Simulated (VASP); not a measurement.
FeSi16 (a cell with a defect), 17 atoms in the cell. The cell holds a defect, 17 atoms: a = 7.679 Å, b = 7.679 Å, c = 7.679 Å, α = 60.00°, β = 60.00°, γ = 60.00°. 

| Item | Value |
| --- | --- |
| Program | VASP 6.6.1 |
| Task | single point |
| Functional | PBE |
| Potentials or basis | VASP PAW PBE potentials, release 64 (Si, Fe) |
| Cutoff | 520 eV |
| k mesh | 2 × 2 × 2 |
| Occupations | fermi-dirac, width 0.05 eV |
| Spin | collinear spin, ferromagnetic start |
| Starting moments | [0.0, 0.0, 0.0, 0.0, 0.0, 0.0, 0.0, 0.0, 0.0, 0.0, 0.0, 0.0, 0.0, 0.0, 0.0, 0.0, 2.5] μB |
| Dipole correction | no |
| Further INCAR settings | LREAL = Auto; ALGO = Normal; EDIFF = 1e-06; NBANDS = 54 |

Potentials or basis: VASP PAW PBE potentials, release 64 (Si, Fe).

The run is started by

```console
$ cat potpaw_PBE.64/Si/POTCAR potpaw_PBE.64/Fe/POTCAR > POTCAR
$ mpirun -np 1 vasp_std > vasp.out
```

Hardware: 1 thread of Intel(R) Xeon(R) Platinum 8488C (Sapphire Rapids), with other jobs on the host.

Problem. Estimate the wall time of this run.

Solution. Run time: 9 min on 1 thread of Intel(R) Xeon(R) Platinum 8488C (Sapphire Rapids), with other jobs on the host, peak memory 0.72 GiB. Counts: scf iterations 19, k points 8.
